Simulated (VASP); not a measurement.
# HfO2 (Fm-3m) in VASP: single point with PBE

Aim: the single point of HfO2 with PBE.

Program: VASP 6.6.1. These are calculated values, not measurements. Logs are shortened: lines on timing, memory, paths and dates and some standing lists are left out, and cuts for length are marked.

**1. The cell of the first run**

It takes space group Fm-3m (No. 225, cubic). Conventional cell: a = 5.064 Å, b = 5.064 Å, c = 5.064 Å, α = 90.00°, β = 90.00°, γ = 90.00°. Within 2.9 Å of Hf (site symmetry m-3m) lie 8 O at 2.19 Å. Within 2.9 Å of O (site symmetry -43m) lie 4 Hf at 2.19 Å and 6 O at 2.53 Å.

**2. Single point, PBE**

File INCAR:

```
SYSTEM = HfO2
PREC = Accurate
ENCUT = 600
EDIFF = 1E-6
ISMEAR = -1
SIGMA = 0.06122561905347299
LREAL = .FALSE.
LASPH = .TRUE.
NELM = 120
ALGO = Normal
ISIF = 2
LWAVE = .FALSE.
LCHARG = .TRUE.
GGA = PE
LELF = .TRUE.
LVHAR = .TRUE.
NBANDS = 18
GGA_COMPAT = .FALSE.
```

File KPOINTS:

```
regular mesh
0
G
  4 4 4
  0 0 0
```

File POSCAR:

```
HfO2
1.0
    0.0000000000      2.5318441313      2.5318441313
    2.5318441313      0.0000000000      2.5318441313
    2.5318441313      2.5318441313      0.0000000000
Hf O
1 2
Direct
    0.0000000000      0.0000000000      0.0000000000
    0.2500000000      0.2500000000      0.2500000000
    0.7500000000      0.7500000000      0.7500000000
```

Potentials or basis: VASP PAW PBE potentials, release 64 (Hf_pv, O).

The run is started by

```
cat potpaw_PBE.64/Hf_pv/POTCAR potpaw_PBE.64/O/POTCAR > POTCAR
mpirun -np 1 vasp_std > vasp.out
```

OUTCAR:

```text
SYSTEM = HfO2
   PREC = Accurate
   ENCUT = 600
   EDIFF = 1E-6
   ISMEAR = -1
   LREAL = .FALSE.
   LASPH = .TRUE.
   NELM = 120
   ISIF = 2
   GGA = PE

 ion  position               nearest neighbor table
   1  0.000  0.000  0.000-   2 2.19   3 2.19   3 2.19   3 2.19   3 2.19   2 2.19   2 2.19   2 2.19

   2  0.250  0.250  0.250-   1 2.19   1 2.19   1 2.19   1 2.19
   3  0.750  0.750  0.750-   1 2.19   1 2.19   1 2.19   1 2.19

  LATTYP: Found a face centered cubic cell.
 ALAT       =     5.0636882626

  Lattice vectors:

 A1 = (   0.0000000000,   2.5318441313,   2.5318441313)
 A2 = (   2.5318441313,   0.0000000000,   2.5318441313)
 A3 = (   2.5318441313,   2.5318441313,   0.0000000000)

Analysis of symmetry for initial positions (statically):
=====================================================================
 Subroutine PRICEL returns:
 Original cell was already a primitive cell.

 Routine SETGRP: Setting up the symmetry group for a
 face centered cubic supercell.

 Subroutine GETGRP returns: Found 48 space group operations
 (whereof 48 operations were pure point group operations)
 out of a pool of 48 trial point group operations.

The static configuration has the point symmetry O_h .

Analysis of symmetry for dynamics (positions and initial velocities):
=====================================================================
 Subroutine PRICEL returns:
 Original cell was already a primitive cell.

 Routine SETGRP: Setting up the symmetry group for a
 face centered cubic supercell.

 Subroutine GETGRP returns: Found 48 space group operations
 (whereof 48 operations were pure point group operations)
 out of a pool of 48 trial point group operations.

The dynamic configuration has the point symmetry O_h .

 Subroutine INISYM returns: Found 48 space group operations
 (whereof 48 operations are pure point group operations),
 and found     1 'primitive' translations

----------------------------------------------------------------------------------------

                                     Primitive cell

  volume of cell :      32.4594

  direct lattice vectors                    reciprocal lattice vectors
     0.000000000  2.531844131  2.531844131    -0.197484511  0.197484511  0.197484511
     2.531844131  0.000000000  2.531844131     0.197484511 -0.197484511  0.197484511
     2.531844131  2.531844131  0.000000000     0.197484511  0.197484511 -0.197484511

[... 66 lines left out ...]
   ENCUT  =  600.0 eV  44.10 Ry    6.64 a.u.   7.15  7.15  7.15*2*pi/ulx,y,z
   NELM   =    120;   NELMIN=  2; NELMDL= -5     # of ELM steps
   EDIFF  = 0.1E-05   stopping-criterion for ELM
   LREAL  =      F    real-space projection
   EDIFFG = 0.1E-04   stopping-criterion for IOM
   NSW    =      0    number of steps for IOM
   IBRION =     -1    ionic relax: 0-MD 1-quasi-New 2-CG
   NFREE  =      0    steps in history (QN), initial steepest desc. (CG)
   ISIF   =      2    stress and relaxation
   ISYM   =      2    0-nonsym 1-usesym 2-fastsym
   POTIM  = 0.5000    time-step for ionic-motion
   TEBEG  =    0.0;   TEEND  =   0.0 temperature during run
   PSTRESS=    0.0 pullay stress
   NELECT =      22.0000    total number of electrons
   NUPDOWN=      -1.0000    fix difference up-down
   EMIN   =  10.00;   EMAX   =-10.00  energy-range for DOS
   EFERMI =   0.00;   METHOD = LEGACY
   ISMEAR =    -1;   SIGMA  =   0.06  broadening in eV -4-tet -1-fermi 0-gaus
   EFERMI_NEDOS =   21; number of points for ismear=-14 and -15
   IALGO  =     38    algorithm
   IMIX   =      4    mixing-type and parameters
     AMIX     =   0.40;   BMIX     =  1.00
     AMIX_MAG =   1.60;   BMIX_MAG =  1.00
  volume/ion in A,a.u.               =      10.82        73.02
  Fermi-wavevector in a.u.,A,eV,Ry     =   1.438033  2.717488 28.136005  2.067938
  Thomas-Fermi vector in A             =   2.557044
   LORBIT       =      0    0 simple, 1 ext, 2 COOP (PROOUT), +10 PAW based schemes
   GGA     = PE    functional components
   LHFCALC =     F    Hartree Fock is set to
   AEXX    =    0.0000 exact exchange contribution
   IVDW    =     0    specifies the selected vdW correction
   LEPSILON=     F    determine dielectric tensor
   LRPA    =     F    only Hartree local field effects (RPA)
 non-spin polarized calculation
  energy-cutoff  :      600.00
  volume of cell :       32.46
 maximum number of plane-waves:      1106
 NGX is ok and might be reduce to    30
   NGX = 15   NGY = 15   NGZ = 15

 number of electron      21.9999997 magnetization

 Free energy of the ion-electron system (eV)
  ---------------------------------------------------
  ext. energy  EPLUGINS =         0.00000000
  ---------------------------------------------------
  free energy    TOTEN  =       -30.25211032 eV

  energy without entropy =      -30.25211032  energy(sigma->0) =      -30.25211032

 E-fermi :   5.6334     XC(G=0): -11.8583

 val. band max:        4.3092543873   @ k =   0.5000   0.5000   0.0000
 cond. band min:       8.1222191964   @ k =   0.5000   0.5000   0.0000
 fundamental gap:      3.8129648091
 Fermi energy:         5.6334344680

 k-point     1 :       0.0000    0.0000    0.0000
  band No.  band energies     occupation
      1     -25.3599      2.00000
      2     -25.3599      2.00000
      3     -25.3598      2.00000
      4     -14.4452      2.00000
      5     -11.3945      2.00000
      6      -1.0558      2.00000
[... 145 lines left out ...]
      5     -12.4710      2.00000
      6      -1.0033      2.00000
[... 10 lines left out ...]
     17      17.2401      0.00000
     18      17.7723      0.00000

------------------------ aborting loop because EDIFF is reached ----------------------------------------

  FORCE on cell =-STRESS in cart. coord.  units (eV):
  Direction    XX          YY          ZZ          XY          YZ          ZX
  --------------------------------------------------------------------------------------
  -------------------------------------------------------------------------------------
  Total        0.2159178      0.2159178      0.2159178      0.0000000      0.0000000     -0.0000000
  in kB       10.6575672     10.6575672     10.6575672      0.0000000      0.0000000     -0.0000000
  external PRESSURE =      10.6575672 kB  Pullay stress =       0.0000000 kB

 VOLUME and BASIS-vectors are now :
 -----------------------------------------------------------------------------
  energy-cutoff  :      600.00
  volume of cell :       32.46
      direct lattice vectors                 reciprocal lattice vectors
     0.000000000  2.531844131  2.531844131    -0.197484511  0.197484511  0.197484511
     2.531844131  0.000000000  2.531844131     0.197484511 -0.197484511  0.197484511
     2.531844131  2.531844131  0.000000000     0.197484511  0.197484511 -0.197484511

 POSITION                                       TOTAL-FORCE (eV/Angst)
 -----------------------------------------------------------------------------------
      0.00000      0.00000      0.00000        -0.000000      0.000000     -0.000000
      1.26592      1.26592      1.26592         0.000000      0.000000      0.000000
      3.79777      3.79777      3.79777        -0.000000     -0.000000     -0.000000
 -----------------------------------------------------------------------------------
    total drift:                                0.000000     -0.000000      0.000000

  FREE ENERGIE OF THE ION-ELECTRON SYSTEM (eV)
  ---------------------------------------------------
  free  energy   TOTEN  =       -30.2521103218 eV

  energy  without entropy=      -30.2521103217  energy(sigma->0) =      -30.25211032
```

OSZICAR:

```text
N       E                     dE             d eps       ncg     rms          rms(c)
DAV:   1     0.987550517997E+02    0.98755E+02   -0.13488E+04   288   0.135E+03
DAV:   2    -0.316856841886E+02   -0.13044E+03   -0.12786E+03   376   0.308E+02
DAV:   3    -0.359919792405E+02   -0.43063E+01   -0.42905E+01   330   0.472E+01
DAV:   4    -0.360193582488E+02   -0.27379E-01   -0.27370E-01   350   0.419E+00
DAV:   5    -0.360195118371E+02   -0.15359E-03   -0.15359E-03   318   0.305E-01    0.483E+01
DAV:   6    -0.303851585694E+02    0.56344E+01   -0.20251E+01   292   0.324E+01    0.420E+01
DAV:   7    -0.302891200248E+02    0.96039E-01   -0.64632E-01   324   0.674E+00    0.292E+01
DAV:   8    -0.302719720142E+02    0.17148E-01   -0.27319E-01   308   0.485E+00    0.909E+00
DAV:   9    -0.302518178584E+02    0.20154E-01   -0.59226E-02   304   0.208E+00    0.263E+00
DAV:  10    -0.302520588288E+02   -0.24097E-03   -0.31212E-03   304   0.428E-01    0.146E-01
DAV:  11    -0.302520953847E+02   -0.36556E-04   -0.16952E-04   340   0.112E-01    0.211E-01
DAV:  12    -0.302521095144E+02   -0.14130E-04   -0.39611E-05   322   0.422E-02    0.249E-02
DAV:  13    -0.302521103218E+02   -0.80736E-06   -0.13778E-06   322   0.908E-03
   1 F= -.30252110E+02 E0= -.30252110E+02  d E =-.565951E-10
```

stdout:

```text
POSCAR found type information on POSCAR HfO
 POSCAR found :  2 types and       3 ions
 scaLAPACK will be used
 LDA part: xc-table for (Slater+PW92), standard interpolation
 POSCAR, INCAR and KPOINTS ok, starting setup
 FFT: planning ... GRIDC
 FFT: planning ... GRID_SOFT
 FFT: planning ... GRID
 WAVECAR not read
 entering main loop
```

It took 16 s on 1 thread of AMD EPYC 7R13, shared host; peak memory 0.14 GiB.

Results:

```yaml
Free_energy: -30.2521 eV
Pressure: 1.1 GPa
Band_gap_on_the_k_mesh: 3.81 eV, direct
```

Caveat: the k points lie up to 0.54 Å⁻¹ apart; spin-orbit coupling is left out, which moves the levels of the heavy elements. A k mesh can miss the band edges.
